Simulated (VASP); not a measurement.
# MoS2 (P6_3/mmc) in VASP: a series of runs

The runs below take MoS2 through single point, with PBE.

Program: VASP 6.6.1. These are calculated values, not measurements. Logs are shortened: lines on timing, memory, paths and dates and some standing lists are left out, and cuts for length are marked.

## Step 1: The cell of the first run

It takes space group P6_3/mmc (No. 194, hexagonal). Conventional cell: a = 3.161 Å, b = 3.161 Å, c = 12.541 Å, α = 90.00°, β = 90.00°, γ = 120.00°. Mo (site symmetry -6m2) has 6 S at 2.39 Å and 6 Mo at 3.16 Å within 3.2 Å. Within 3.2 Å of S (site symmetry 3m) lie 3 Mo at 2.39 Å and 7 S at 3.07 to 3.16 Å.

## Step 2: Single point, PBE (zz strain of +2 %)

Contents of INCAR:

```
SYSTEM = MoS2
PREC = Accurate
ENCUT = 520
EDIFF = 1E-6
ISMEAR = -1
SIGMA = 0.03
LREAL = .FALSE.
LASPH = .TRUE.
NELM = 80
ALGO = Normal
ISIF = 2
LWAVE = .FALSE.
LCHARG = .FALSE.
GGA = PE
NBANDS = 35
```

Contents of KPOINTS:

```
Automatic mesh
0
G
  10 10 3
  0 0 0
```

Contents of POSCAR:

```
MoS2
1.0
    3.1610016016      0.0000000000      0.0000000000
   -1.5805008008      2.7375076884      0.0000000000
    0.0000000000      0.0000000000     12.5409000000
Mo S
2 4
Direct
    0.3333333333      0.6666666667      0.2500000000
    0.6666666667      0.3333333333      0.7500000000
    0.3333333333      0.6666666667      0.6275000000
    0.6666666667      0.3333333333      0.1275000000
    0.3333333333      0.6666666667      0.8725000000
    0.6666666667      0.3333333333      0.3725000000
```

Potentials or basis: VASP PAW PBE potentials, release 64 (Mo_sv, S).

The run is started by

```bash
$ cat potpaw_PBE.64/Mo_sv/POTCAR potpaw_PBE.64/S/POTCAR > POTCAR
$ mpirun -np 1 vasp_std > vasp.out
```

OUTCAR:

```text
SYSTEM = MoS2
   PREC = Accurate
   ENCUT = 520
   EDIFF = 1E-6
   ISMEAR = -1
   LREAL = .FALSE.
   LASPH = .TRUE.
   NELM = 80
   ISIF = 2
   GGA = PE

 ion  position               nearest neighbor table
   1  0.333  0.667  0.250-   4 2.39   6 2.39   4 2.39   6 2.39   4 2.39   6 2.39
   2  0.667  0.333  0.750-   3 2.39   5 2.39   3 2.39   5 2.39   3 2.39   5 2.39
   3  0.333  0.667  0.627-   2 2.39   2 2.39   2 2.39
   4  0.667  0.333  0.127-   1 2.39   1 2.39   1 2.39
   5  0.333  0.667  0.873-   2 2.39   2 2.39   2 2.39
   6  0.667  0.333  0.373-   1 2.39   1 2.39   1 2.39

  LATTYP: Found a hexagonal cell.
 ALAT       =     3.1610016016
 C/A-ratio  =     3.9673817291

  Lattice vectors:

 A1 = (   3.1610016016,   0.0000000000,   0.0000000000)
 A2 = (  -1.5805008008,   2.7375076884,   0.0000000000)
 A3 = (   0.0000000000,   0.0000000000,  12.5409000000)

Analysis of symmetry for initial positions (statically):
=====================================================================
 Subroutine PRICEL returns:
 Original cell was already a primitive cell.

 Routine SETGRP: Setting up the symmetry group for a
 hexagonal supercell.

 Subroutine GETGRP returns: Found 24 space group operations
 (whereof 12 operations were pure point group operations)
 out of a pool of 24 trial point group operations.

The static configuration has the point symmetry D_3d.
 The point group associated with its full space group is D_6h.

Analysis of symmetry for dynamics (positions and initial velocities):
=====================================================================
 Subroutine PRICEL returns:
 Original cell was already a primitive cell.

 Routine SETGRP: Setting up the symmetry group for a
 hexagonal supercell.

 Subroutine GETGRP returns: Found 24 space group operations
 (whereof 12 operations were pure point group operations)
 out of a pool of 24 trial point group operations.

The dynamic configuration has the point symmetry D_3d.
 The point group associated with its full space group is D_6h.

 Subroutine INISYM returns: Found 24 space group operations
 (whereof 12 operations are pure point group operations),
 and found     1 'primitive' translations

----------------------------------------------------------------------------------------

                                     Primitive cell

  volume of cell :     108.5197

  direct lattice vectors                    reciprocal lattice vectors
     3.161001602  0.000000000  0.000000000     0.316355423  0.182647889  0.000000000
    -1.580500801  2.737507688  0.000000000     0.000000000  0.365295778  0.000000000
     0.000000000  0.000000000 12.540900000     0.000000000  0.000000000  0.079739094

  length of vectors
     3.161001602  3.161001602 12.540900000     0.365295778  0.365295778  0.079739094

  position of ions in fractional coordinates (direct lattice)
     0.333333333  0.666666667  0.250000000
     0.666666667  0.333333333  0.750000000
     0.333333333  0.666666667  0.627500000
     0.666666667  0.333333333  0.127500000
     0.333333333  0.666666667  0.872500000
     0.666666667  0.333333333  0.372500000

  ion indices of the primitive-cell ions
   primitive index   ion index
                 1           1
                 2           2
                 3           3
                 4           4
                 5           5
                 6           6

----------------------------------------------------------------------------------------

 KPOINTS: Automatic mesh

Automatic generation of k-mesh.
 Grid dimensions read from file:
 generate k-points for:   10   10    3

 Generating k-lattice:

  Cartesian coordinates                     Fractional coordinates (reciprocal lattice)
     0.031635542  0.018264789  0.000000000     0.100000000 -0.000000000  0.000000000
     0.000000000  0.036529578  0.000000000     0.000000000  0.100000000  0.000000000
     0.000000000  0.000000000  0.026579698     0.000000000  0.000000000  0.333333333

  Length of vectors
     0.036529578  0.036529578  0.026579698

  Shift w.r.t. Gamma in fractional coordinates (k-lattice)
     0.000000000  0.000000000  0.000000000

 Subroutine IBZKPT returns following result:
 ===========================================

 Found     28 irreducible k-points:

 Following reciprocal coordinates:
            Coordinates               Weight
  0.000000  0.000000  0.000000      1.000000
  0.100000 -0.000000  0.000000      6.000000
  0.200000 -0.000000  0.000000      6.000000
  0.300000 -0.000000  0.000000      6.000000
  0.400000  0.000000  0.000000      6.000000
  0.500000 -0.000000  0.000000      3.000000
[... 16 lines left out ...]
  0.300000  0.100000  0.333333     24.000000
  0.400000  0.100000  0.333333     24.000000
 [... further k-points ...]
   k-points           NKPTS =     28   k-points in BZ     NKDIM =     28   number of bands    NBANDS=     35
   number of dos      NEDOS =    301   number of ions     NIONS =      6
[... 31 lines left out ...]
   ISMEAR =    -1;   SIGMA  =   0.03  broadening in eV -4-tet -1-fermi 0-gaus
   EFERMI_NEDOS =   21; number of points for ismear=-14 and -15
   IALGO  =     38    algorithm
   IMIX   =      4    mixing-type and parameters
     AMIX     =   0.40;   BMIX     =  1.00
     AMIX_MAG =   1.60;   BMIX_MAG =  1.00
  volume/ion in A,a.u.               =      18.09       122.05
  Fermi-wavevector in a.u.,A,eV,Ry     =   1.281070  2.420872 22.329087  1.641142
  Thomas-Fermi vector in A             =   2.413462
   LORBIT       =      0    0 simple, 1 ext, 2 COOP (PROOUT), +10 PAW based schemes
   GGA     = PE    functional components
   LHFCALC =     F    Hartree Fock is set to
   AEXX    =    0.0000 exact exchange contribution
   IVDW    =     0    specifies the selected vdW correction
   LEPSILON=     F    determine dielectric tensor
   LRPA    =     F    only Hartree local field effects (RPA)
 non-spin polarized calculation
  energy-cutoff  :      520.00
  volume of cell :      108.52
 maximum number of plane-waves:      2940
 NGX is ok and might be reduce to    24
   NGX = 11   NGY = 11   NGZ = 47

 number of electron      51.9999995 magnetization

 Free energy of the ion-electron system (eV)
  ---------------------------------------------------
  ext. energy  EPLUGINS =         0.00000000
  ---------------------------------------------------
  free energy    TOTEN  =       -43.60238663 eV

  energy without entropy =      -43.60238663  energy(sigma->0) =      -43.60238663

 E-fermi :   7.8215     XC(G=0): -10.6788

 val. band max:        7.3245401195   @ k =   0.0000   0.0000   0.0000
 cond. band min:       8.3886667902   @ k =   0.2000   0.2000   0.0000
 fundamental gap:      1.0641266707
 Fermi energy:         7.8215491515

 k-point     1 :       0.0000    0.0000    0.0000
  band No.  band energies     occupation
      1     -54.1689      2.00000
      2     -54.1689      2.00000
      3     -28.3334      2.00000
      4     -28.3333      2.00000
      5     -28.1105      2.00000
      6     -28.1105      2.00000
[... 27 lines left out ...]
     34       9.8548      0.00000
     35      12.8853      0.00000

 k-point     2 :       0.1000   -0.0000    0.0000
  band No.  band energies     occupation
      1     -54.1649      2.00000
      2     -54.1649      2.00000
      3     -28.3255      2.00000
      4     -28.3254      2.00000
      5     -28.1503      2.00000
      6     -28.1503      2.00000
[... 27 lines left out ...]
     34       9.7726      0.00000
     35      13.6123      0.00000

 k-point     3 :       0.2000   -0.0000    0.0000
  band No.  band energies     occupation
      1     -54.1545      2.00000
      2     -54.1545      2.00000
      3     -28.3048      2.00000
      4     -28.3047      2.00000
      5     -28.2535      2.00000
      6     -28.2535      2.00000
[... 27 lines left out ...]
     34      10.3631      0.00000
     35      14.6734      0.00000
[... 723 lines left out ...]
 k-point    23 :       0.3000    0.1000    0.3333
  band No.  band energies     occupation
      1     -54.1344      2.00000
      2     -54.1344      2.00000
      3     -28.4312      2.00000
      4     -28.4312      2.00000
      5     -28.2647      2.00000
      6     -28.2647      2.00000
[... 27 lines left out ...]
     34      11.2422      0.00000
     35      14.2484      0.00000

 k-point    24 :       0.4000    0.1000    0.3333
  band No.  band energies     occupation
      1     -54.1272      2.00000
      2     -54.1272      2.00000
      3     -28.4953      2.00000
      4     -28.4953      2.00000
      5     -28.2502      2.00000
      6     -28.2502      2.00000
[... 27 lines left out ...]
     34      11.1626      0.00000
     35      13.2455      0.00000

 [... further k-points ...]

------------------------ aborting loop because EDIFF is reached ----------------------------------------

  FORCE on cell =-STRESS in cart. coord.  units (eV):
  Direction    XX          YY          ZZ          XY          YZ          ZX
  --------------------------------------------------------------------------------------
  -------------------------------------------------------------------------------------
  Total        2.8988095      2.8988095      4.7677610      0.0000000      0.0000000     -0.0000000
  in kB       42.7978048     42.7978048     70.3908638      0.0000000      0.0000000     -0.0000000
  external PRESSURE =      51.9954911 kB  Pullay stress =       0.0000000 kB

 VOLUME and BASIS-vectors are now :
 -----------------------------------------------------------------------------
  energy-cutoff  :      520.00
  volume of cell :      108.52
      direct lattice vectors                 reciprocal lattice vectors
     3.161001602  0.000000000  0.000000000     0.316355423  0.182647889  0.000000000
    -1.580500801  2.737507688  0.000000000     0.000000000  0.365295778  0.000000000
     0.000000000  0.000000000 12.540900000     0.000000000  0.000000000  0.079739094

 POSITION                                       TOTAL-FORCE (eV/Angst)
 -----------------------------------------------------------------------------------
     -0.00000      1.82501      3.13523         0.000000     -0.000000     -0.000000
      1.58050      0.91250      9.40568         0.000000      0.000000     -0.000000
     -0.00000      1.82501      7.86941        -0.000000      0.000000     -0.581765
      1.58050      0.91250      1.59896         0.000000     -0.000000     -0.581765
     -0.00000      1.82501     10.94194        -0.000000     -0.000000      0.581765
      1.58050      0.91250      4.67149         0.000000     -0.000000      0.581765
 -----------------------------------------------------------------------------------
    total drift:                               -0.000000      0.000000     -0.000000

  FREE ENERGIE OF THE ION-ELECTRON SYSTEM (eV)
  ---------------------------------------------------
  free  energy   TOTEN  =       -43.6023866289 eV

  energy  without entropy=      -43.6023866285  energy(sigma->0) =      -43.60238663
```

Wall time 43 s (1 thread of AMD EPYC 9R45 (Zen 5), shared host); peak memory 0.23 GiB.

What came out:

- Free energy: -43.6024 eV
- Pressure: 5.2 GPa
- Largest force: 0.582 eV/Å
- Band gap on the k mesh: 1.06 eV, indirect (least direct gap 1.90 eV)

Forces in eV/Å, atoms in the order of the input:
```
Mo   0.000  0.000  0.000
Mo   0.000  0.000  0.000
S    0.000  0.000 -0.582
S    0.000  0.000 -0.582
S    0.000  0.000  0.582
S    0.000  0.000  0.582
```

Levels at points of the mesh, in eV from the valence-band top:
| k point | band 23 | band 24 | band 25 | band 26 | band 27 | band 28 | band 29 | band 30 |
| --- | --- | --- | --- | --- | --- | --- | --- | --- |
| (0.00, 0.00, 0.00) | -2.25 | -1.34 | -1.05 | 0.00 | 2.15 | 2.15 | 2.16 | 2.16 |
| (0.50, 0.00, 0.00) | -1.76 | -1.63 | -1.38 | -1.29 | 1.61 | 1.65 | 2.07 | 2.27 |

Caveat: the cell differs from its parent crystal (zz strain of +2 %); this functional lacks dispersion, which binds the layers, so the pressure and a relaxed spacing across them are unreliable.

## Step 3: Single point, PBE (equal xx and yy strain of -3 %)

Contents of INCAR:

```
  ALGO = Normal
  EDIFF = 1E-7
  ENCUT = 520
  GGA = PE
  ISIF = 2
  ISMEAR = -1
  LASPH = T
  LCHARG = F
  LREAL = F
  LWAVE = F
  NBANDS = 35
  NELM = 60
  PREC = Accurate
  SIGMA = 0.03
```

Contents of KPOINTS:

```
k-points
0
Gamma
  10 10 3
```

POSCAR, as its differences from that of step 2:

```diff
@@ -2,5 +2,5 @@
 1.0
-    3.1610016016      0.0000000000      0.0000000000
-   -1.5805008008      2.7375076884      0.0000000000
-    0.0000000000      0.0000000000     12.5409000000
+    3.0661715536      0.0000000000      0.0000000000
+   -1.5330857768      2.6553824578      0.0000000000
+    0.0000000000      0.0000000000     12.2950000000
 Mo S
```

Potentials or basis: VASP PAW PBE potentials, release 64 (Mo_sv, S).

The run is started by

```bash
$ cat potpaw_PBE.64/Mo_sv/POTCAR potpaw_PBE.64/S/POTCAR > POTCAR
$ mpirun -np 1 vasp_std > vasp.out
```

Run time: 75 s. Hardware: 1 thread of Intel Xeon Platinum 8375C at 2.90GHz (Ice Lake), shared host; peak memory 0.26 GiB.

The run converged. Its results:

* Free energy: -42.9644 eV
* Pressure: 20.4 GPa
* Largest force: 2.004 eV/Å
* Band gap on the k mesh: 1.05 eV, indirect (least direct gap 2.16 eV)

Forces in eV/Å, atoms in the order of the input:
```
Mo   0.000  0.000  0.000
Mo   0.000  0.000  0.000
S    0.000  0.000 -2.004
S    0.000  0.000 -2.004
S    0.000  0.000  2.004
S    0.000  0.000  2.004
```

Stress tensor (GPa, compression positive):
```
19.67  0.00  0.00
 0.00 19.67  0.00
 0.00  0.00 21.94
```

Levels at points of the mesh, in eV from the valence-band top:
```
           k point  band 24  band 25  band 26  band 27  band 28  band 29
(0.00, 0.00, 0.00)    -1.44    -1.32     0.00     2.38     2.38     2.39
(0.50, 0.00, 0.00)    -1.57    -1.48    -1.40     1.88     1.92     2.34
```

Caveat: the cell differs from its parent crystal (equal xx and yy strain of -3 %); this functional lacks dispersion, which binds the layers, so the pressure and a relaxed spacing across them are unreliable; forces of over 1 eV/Å act on the atoms, so gaps and moduli don't describe the material at rest. A k mesh can miss the band edges.

## Step 4: Single point, PBE (equal xx and yy strain of -1 %)

Contents of INCAR:

```
PREC     = Accurate       # precision mode
ENCUT    = 520            # plane-wave cutoff, eV
EDIFF    = 1E-6           # SCF threshold, eV
ISMEAR   = -1             # smearing method
SIGMA    = 0.03           # smearing width, eV
LREAL    = F              # projectors in reciprocal space
LASPH    = T              # aspherical terms in the spheres
NELM     = 100            # most SCF steps
ALGO     = Normal         # electronic algorithm
ISIF     = 2              # what is computed and relaxed
LWAVE    = F              # write WAVECAR
LCHARG   = F              # write CHGCAR
GGA      = PE             # functional
NBANDS   = 35             # bands
```

Contents of KPOINTS:

```
Automatic mesh
0
Gamma
  10 10 3
```

POSCAR, as its differences from that of step 3:

```diff
@@ -2,4 +2,4 @@
 1.0
-    3.0661715536      0.0000000000      0.0000000000
-   -1.5330857768      2.6553824578      0.0000000000
+    3.1293915856      0.0000000000      0.0000000000
+   -1.5646957928      2.7101326115      0.0000000000
     0.0000000000      0.0000000000     12.2950000000
```

The run is started by

```bash
$ cat potpaw_PBE.64/Mo_sv/POTCAR potpaw_PBE.64/S/POTCAR > POTCAR
$ mpirun -np 1 vasp_std > vasp.out
```

Wall time 70 s (1 thread of Intel Xeon Platinum 8375C at 2.90GHz (Ice Lake), shared host); peak memory 0.26 GiB.

It converged, with:

```yaml
Free_energy: -43.3552 eV
Pressure: 12.3 GPa
Largest_force: 1.447 eV/Å
Band_gap_on_the_k_mesh: 1.00 eV, indirect (least direct gap 1.97 eV)
```

Forces on the atoms (eV/Å):
```
Mo   0.000  0.000  0.000
Mo   0.000  0.000  0.000
S    0.000  0.000 -1.447
S    0.000  0.000 -1.447
S    0.000  0.000  1.447
S    0.000  0.000  1.447
```

Stress tensor (GPa, compression positive):
```
10.52  0.00  0.00
 0.00 10.52  0.00
 0.00  0.00 15.77
```

Levels at points of the mesh, in eV from the valence-band top:
| k point | band 24 | band 25 | band 26 | band 27 | band 28 | band 29 |
| --- | --- | --- | --- | --- | --- | --- |
| (0.00, 0.00, 0.00) | -1.36 | -1.19 | 0.00 | 2.11 | 2.11 | 2.12 |
| (0.50, 0.00, 0.00) | -1.79 | -1.55 | -1.44 | 1.55 | 1.60 | 2.05 |

Caveat: the cell differs from its parent crystal (equal xx and yy strain of -1 %); this functional lacks dispersion, which binds the layers, so the pressure and a relaxed spacing across them are unreliable; forces of over 1 eV/Å act on the atoms, so gaps and moduli don't describe the material at rest. A k mesh can miss the band edges.

## Step 5: Single point, PBE (equal xx and yy strain of +2 %)

Contents of INCAR:

```
ALGO = Normal
EDIFF = 1E-6
ENCUT = 520
GGA = PE
ISIF = 2
ISMEAR = -1
LASPH = True
LCHARG = True
LELF = True
LREAL = False
LVHAR = True
LWAVE = False
NBANDS = 35
NELM = 80
PREC = Accurate
SIGMA = 0.03
```

Contents of KPOINTS:

```
k-points
0
Gamma
  10 10 3
```

POSCAR, as its differences from that of step 4:

```diff
@@ -2,4 +2,4 @@
 1.0
-    3.1293915856      0.0000000000      0.0000000000
-   -1.5646957928      2.7101326115      0.0000000000
+    3.2242216336      0.0000000000      0.0000000000
+   -1.6121108168      2.7922578422      0.0000000000
     0.0000000000      0.0000000000     12.2950000000
```

The run is started by

```bash
$ cat potpaw_PBE.64/Mo_sv/POTCAR potpaw_PBE.64/S/POTCAR > POTCAR
$ mpirun -np 1 vasp_std > vasp.out
```

It took 88 s on 1 thread of Intel Xeon Platinum 8375C at 2.90GHz (Ice Lake), shared host; peak memory 0.27 GiB.

The run converged. Its results:

```
Free energy            : -43.5485 eV
Pressure               : 2.6 GPa
Largest force          : 0.747 eV/Å
Band gap on the k mesh : 0.64 eV, indirect (least direct gap 1.71 eV)
```

Forces in eV/Å, atoms in the order of the input:
```
Mo   0.000  0.000  0.000
Mo   0.000  0.000  0.000
S    0.000  0.000 -0.747
S    0.000  0.000 -0.747
S    0.000  0.000  0.747
S    0.000  0.000  0.747
```

Stress tensor (GPa, compression positive):
```
-0.44  0.00  0.00
 0.00 -0.44  0.00
 0.00  0.00  8.55
```

Levels at points of the mesh, in eV from the valence-band top:
```
           k point  band 24  band 25  band 26  band 27  band 28  band 29
(0.00, 0.00, 0.00)    -1.23    -0.99     0.00     1.78     1.78     1.80
(0.50, 0.00, 0.00)    -2.05    -1.59    -1.43     1.15     1.20     1.64
```

Caveat: the cell differs from its parent crystal (equal xx and yy strain of +2 %); this functional lacks dispersion, which binds the layers, so the pressure and a relaxed spacing across them are unreliable. A k mesh can miss the band edges.

## Step 6: Summary

```csv
cell,gap on the mesh (eV),pressure (GPa),largest force (eV/Å)
"a = 3.161, b = 3.161, c = 12.541 Å, angles 90.0, 90.0, 120.0°, 6 atoms",1.06,5.2,0.58
"a = 3.066, b = 3.066, c = 12.295 Å, angles 90.0, 90.0, 120.0°, 6 atoms",1.05,20.4,2.00
"a = 3.129, b = 3.129, c = 12.295 Å, angles 90.0, 90.0, 120.0°, 6 atoms",1.00,12.3,1.45
"a = 3.224, b = 3.224, c = 12.295 Å, angles 90.0, 90.0, 120.0°, 6 atoms",0.64,2.6,0.75
```

Alike in all rows: task single point; level PBE; potentials or basis VASP PAW PBE potentials, release 64 (Mo_sv, S); no spin polarisation; k mesh 10 × 10 × 3; cutoff (eV) 520; smearing fermi-dirac 0.03 eV.

Caveats: this functional lacks dispersion, which binds the layers, so the pressure and a relaxed spacing across them are unreliable; forces of over 1 eV/Å act on the atoms, so gaps and moduli don't describe the material at rest (some runs).

Absolute energies hang on the potentials; compare differences alone.
